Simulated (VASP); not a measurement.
# CO in VASP: single point with PBE0

Aim: the single point of CO with PBE0.

All numbers are computed with VASP 6.6.1; they aren't measurements. Logs are shortened: lines on timing, memory, paths and dates and some standing lists are left out, and cuts for length are marked.

## (1) The cell of the first run

The cell holds a molecule in a box, 2 atoms: a = 12.000 Å, b = 12.000 Å, c = 12.000 Å, α = 90.00°, β = 90.00°, γ = 90.00°.

## (2) Single point, PBE0

The input, POSCAR:

```
CO
1.0
   12.0000000000      0.0000000000      0.0000000000
    0.0000000000     12.0000000000      0.0000000000
    0.0000000000      0.0000000000     12.0000000000
C O
1 1
Direct
    0.5000000000      0.5000000000      0.4530000000
    0.5000000000      0.5000000000      0.5470000000
```

The input, INCAR.step1:

```
SYSTEM = CO
ALGO = Normal
EDIFF = 1E-5
ENCUT = 910
GGA = PE
GGA_COMPAT = .FALSE.
ISIF = 2
ISMEAR = 0
LASPH = .TRUE.
LCHARG = .FALSE.
LREAL = .FALSE.
LWAVE = .TRUE.
NBANDS = 12
NELM = 120
NELMDL = -8
PREC = Accurate
SIGMA = 0.01
```

The input, INCAR.step2:

```
SYSTEM = CO
AEXX = 0.25
ALGO = Normal
EDIFF = 1E-6
ENCUT = 910
GGA = PE
GGA_COMPAT = .FALSE.
ISIF = 2
ISMEAR = 0
ISTART = 1
LASPH = .TRUE.
LCHARG = .FALSE.
LHFCALC = .TRUE.
LREAL = .FALSE.
LWAVE = .FALSE.
NBANDS = 12
NELM = 120
PREC = Accurate
PRECFOCK = Normal
SIGMA = 0.01
```

The input, KPOINTS:

```
k-points
0
G
  1 1 1
  0 0 0
```

Potentials or basis: VASP PAW PBE potentials, release 64 (C_h, O_h).

Launch:

```
> cat potpaw_PBE.64/C_h/POTCAR potpaw_PBE.64/O_h/POTCAR > POTCAR
> cp INCAR.step1 INCAR
> mpirun -np 1 vasp_gam > vasp.out
> cp INCAR.step2 INCAR
> mpirun -np 1 vasp_gam > vasp.out
```

OUTCAR:

```text
SYSTEM = CO
   AEXX = 0.25
   EDIFF = 1E-6
   ENCUT = 910
   GGA = PE
   ISIF = 2
   ISMEAR = 0
   ISTART = 1
   LASPH = .TRUE.
   LHFCALC = .TRUE.
   LREAL = .FALSE.
   NELM = 120
   PREC = Accurate
   PRECFOCK = Normal

 ion  position               nearest neighbor table
   1  0.500  0.500  0.453-   2 1.13
   2  0.500  0.500  0.547-   1 1.13

  LATTYP: Found a simple cubic cell.
 ALAT       =    12.0000000000

  Lattice vectors:

 A1 = (  12.0000000000,   0.0000000000,   0.0000000000)
 A2 = (   0.0000000000,  12.0000000000,   0.0000000000)
 A3 = (   0.0000000000,   0.0000000000,  12.0000000000)

Analysis of symmetry for initial positions (statically):
=====================================================================
 Subroutine PRICEL returns:
 Original cell was already a primitive cell.

 Routine SETGRP: Setting up the symmetry group for a
 simple cubic supercell.

 Subroutine GETGRP returns: Found  8 space group operations
 (whereof  8 operations were pure point group operations)
 out of a pool of 48 trial point group operations.

The static configuration has the point symmetry C_4v.

Analysis of symmetry for dynamics (positions and initial velocities):
=====================================================================
 Subroutine PRICEL returns:
 Original cell was already a primitive cell.

 Routine SETGRP: Setting up the symmetry group for a
 simple cubic supercell.

 Subroutine GETGRP returns: Found  8 space group operations
 (whereof  8 operations were pure point group operations)
 out of a pool of 48 trial point group operations.

The dynamic configuration has the point symmetry C_4v.

 Subroutine INISYM returns: Found  8 space group operations
 (whereof  8 operations are pure point group operations),
 and found     1 'primitive' translations

----------------------------------------------------------------------------------------

                                     Primitive cell

  volume of cell :    1728.0000

  direct lattice vectors                    reciprocal lattice vectors
    12.000000000  0.000000000  0.000000000     0.083333333  0.000000000  0.000000000
     0.000000000 12.000000000  0.000000000     0.000000000  0.083333333  0.000000000
     0.000000000  0.000000000 12.000000000     0.000000000  0.000000000  0.083333333

  length of vectors
    12.000000000 12.000000000 12.000000000     0.083333333  0.083333333  0.083333333

  position of ions in fractional coordinates (direct lattice)
     0.500000000  0.500000000  0.453000000
     0.500000000  0.500000000  0.547000000

  ion indices of the primitive-cell ions
   primitive index   ion index
                 1           1
                 2           2

----------------------------------------------------------------------------------------

 KPOINTS: k-points

Automatic generation of k-mesh.
 Grid dimensions read from file:
 generate k-points for:    1    1    1

 Generating k-lattice:

  Cartesian coordinates                     Fractional coordinates (reciprocal lattice)
     0.083333333  0.000000000  0.000000000     1.000000000  0.000000000  0.000000000
     0.000000000  0.083333333  0.000000000     0.000000000  1.000000000  0.000000000
     0.000000000  0.000000000  0.083333333     0.000000000  0.000000000  1.000000000

  Length of vectors
     0.083333333  0.083333333  0.083333333

  Shift w.r.t. Gamma in fractional coordinates (k-lattice)
     0.000000000  0.000000000  0.000000000

 Subroutine IBZKPT returns following result:
 ===========================================

 Found      1 irreducible k-points:

 Following reciprocal coordinates:
            Coordinates               Weight
  0.000000  0.000000  0.000000      1.000000
   k-points           NKPTS =      1   k-points in BZ     NKDIM =      1   number of bands    NBANDS=     12
   number of dos      NEDOS =    301   number of ions     NIONS =      2
   total plane-waves  NPLWV = ******
   dimension x,y,z NGX =   120 NGY =  120 NGZ =  120
   dimension x,y,z NGXF=   240 NGYF=  240 NGZF=  240
   ions per type =               1   1
   NGX,Y,Z   is equivalent  to a cutoff of  16.62, 16.62, 16.62 a.u.
   NGXF,Y,Z  is equivalent  to a cutoff of  33.25, 33.25, 33.25 a.u.
 SYSTEM =  CO
   PREC   = accura    normal or accurate (medium, high low for compatibility)
   ISTART =      1    job   : 0-new  1-cont  2-samecut
   ICHARG =      0    charge: 1-file 2-atom 10-const
   ISPIN  =      1    spin polarized calculation?
   LNONCOLLINEAR =      F non collinear calculations
   LSORBIT =      F    spin-orbit coupling
   LASPH  =      T    aspherical Exc in radial PAW
   ENCUT  =  910.0 eV  66.88 Ry    8.18 a.u.  29.52 29.52 29.52*2*pi/ulx,y,z
   NELM   =    120;   NELMIN=  2; NELMDL=  0     # of ELM steps
   EDIFF  = 0.1E-05   stopping-criterion for ELM
   LREAL  =      F    real-space projection
   EDIFFG = 0.1E-04   stopping-criterion for IOM
   NSW    =      0    number of steps for IOM
   IBRION =     -1    ionic relax: 0-MD 1-quasi-New 2-CG
   NFREE  =      0    steps in history (QN), initial steepest desc. (CG)
   ISIF   =      2    stress and relaxation
   ISYM   =      3    0-nonsym 1-usesym 2-fastsym
   POTIM  = 0.5000    time-step for ionic-motion
   TEBEG  =    0.0;   TEEND  =   0.0 temperature during run
   PSTRESS=    0.0 pullay stress
   NELECT =      10.0000    total number of electrons
   NUPDOWN=      -1.0000    fix difference up-down
   EMIN   =  10.00;   EMAX   =-10.00  energy-range for DOS
   EFERMI =   0.00;   METHOD = LEGACY
   ISMEAR =     0;   SIGMA  =   0.01  broadening in eV -4-tet -1-fermi 0-gaus
   EFERMI_NEDOS =   21; number of points for ismear=-14 and -15
   IALGO  =     38    algorithm
   IMIX   =      1    mixing-type and parameters
     AMIX     =   0.40;   BMIX     =  1.00
     AMIX_MAG =   1.60;   BMIX_MAG =  1.00
  volume/ion in A,a.u.               =     864.00      5830.56
  Fermi-wavevector in a.u.,A,eV,Ry     =   0.293918  0.555425  1.175381  0.086388
  Thomas-Fermi vector in A             =   1.156025
   LORBIT       =      0    0 simple, 1 ext, 2 COOP (PROOUT), +10 PAW based schemes
   GGA     = PE    functional components
   LHFCALC =     T    Hartree Fock is set to
   PRECFOCK=normal    Normal, Fast or Accurate (Low or Medium for compatibility)
   ENCUT4O =  -1.0   cutoff for four orbital integrals eV
   NKREDX  =     1    reduce k-point grid by
   NKREDY  =     1    reduce k-point grid by
   NKREDZ  =     1    reduce k-point grid by
   AEXX    =    0.2500 exact exchange contribution
   HFSCREEN=    0.0000 screening length (either q_TF or 0.3 A-1)
   HFSCREENC=   0.0000 screening length for correlation (either q_TF or 0.3 A-1)
   ENCUTFOCK=  -1.0 apply spherical cutoff to Coloumb kernel
   IVDW    =     0    specifies the selected vdW correction
   LEPSILON=     F    determine dielectric tensor
   LRPA    =     F    only Hartree local field effects (RPA)
 non-spin polarized calculation
 Gauss-broadening in eV      SIGMA  =   0.01
  energy-cutoff  :      910.00
  volume of cell :     1728.00
 maximum number of plane-waves:     53892
 NGX is ok and might be reduce to   120
  NGX = 90; NGY = 90; NGZ = 90

 number of electron      10.0000001 magnetization

 Free energy of the ion-electron system (eV)
  ---------------------------------------------------
  ext. energy  EPLUGINS =         0.00000000
  ---------------------------------------------------
  free energy    TOTEN  =       -19.48660680 eV

  energy without entropy =      -19.48660680  energy(sigma->0) =      -19.48660680

 E-fermi : -10.5662     XC(G=0):  -0.2972

 val. band max:      -10.6553609775   @ k =   0.0000   0.0000   0.0000
 cond. band min:      -0.6738349562   @ k =   0.0000   0.0000   0.0000
 fundamental gap:      9.9815260213
 Fermi energy:       -10.5661835902

 k-point     1 :       0.0000    0.0000    0.0000
  band No.  band energies     occupation
      1     -32.5480      2.00000
      2     -16.2161      2.00000
      3     -13.4045      2.00000
      4     -13.4045      2.00000
      5     -10.6554      2.00000
      6      -0.6738      0.00000
      7      -0.6738      0.00000
      8      -0.0391      0.00000
      9       0.8974      0.00000
     10       0.9946      0.00000
     11       0.9946      0.00000
     12       1.0163      0.00000

------------------------ aborting loop because EDIFF is reached ----------------------------------------

  FORCE on cell =-STRESS in cart. coord.  units (eV):
  Direction    XX          YY          ZZ          XY          YZ          ZX
  --------------------------------------------------------------------------------------
  -------------------------------------------------------------------------------------
  Total       -0.0814902     -0.0814902     -0.8088501      0.0000000      0.0000000     -0.0000000
  in kB       -0.0755566     -0.0755566     -0.7499545      0.0000000      0.0000000     -0.0000000
  external PRESSURE =      -0.3003559 kB  Pullay stress =       0.0000000 kB

 VOLUME and BASIS-vectors are now :
 -----------------------------------------------------------------------------
  energy-cutoff  :      910.00
  volume of cell :     1728.00
      direct lattice vectors                 reciprocal lattice vectors
    12.000000000  0.000000000  0.000000000     0.083333333  0.000000000  0.000000000
     0.000000000 12.000000000  0.000000000     0.000000000  0.083333333  0.000000000
     0.000000000  0.000000000 12.000000000     0.000000000  0.000000000  0.083333333

 POSITION                                       TOTAL-FORCE (eV/Angst)
 -----------------------------------------------------------------------------------
      6.00000      6.00000      5.43600         0.000000     -0.000000      0.636497
      6.00000      6.00000      6.56400         0.000000      0.000000     -0.636497
 -----------------------------------------------------------------------------------
    total drift:                                0.000000     -0.000000     -0.001783

  FREE ENERGIE OF THE ION-ELECTRON SYSTEM (eV)
  ---------------------------------------------------
  free  energy   TOTEN  =       -19.4866067960 eV

  energy  without entropy=      -19.4866067960  energy(sigma->0) =      -19.48660680
```

Wall time 16 min (1 thread of Intel Xeon Platinum 8488C (Sapphire Rapids), shared host); peak memory 2.4 GiB.

What came out:

| Quantity | Value |
| --- | --- |
| Free energy | -19.4866 eV |
| Largest force | 0.636 eV/Å |
| Gap between the frontier levels | 9.98 eV |

Forces on the atoms (eV/Å):
```
C    0.000  0.000  0.636
O    0.000  0.000 -0.636
```

Levels at points of the mesh, in eV from the valence-band top:
| k point | band 2 | band 3 | band 4 | band 5 | band 6 | band 7 | band 8 | band 9 |
| --- | --- | --- | --- | --- | --- | --- | --- | --- |
| (0.00, 0.00, 0.00) | -5.56 | -2.75 | -2.75 | 0.00 | 9.98 | 9.98 | 10.62 | 11.55 |

Caveat: the cutoff is under 1.25 times the usual one of these potentials, so pressure, stress and relaxed cells hold a basis-set (Pulay) error; the PAW data sets were made with another functional, which shifts forces and pressure a little.
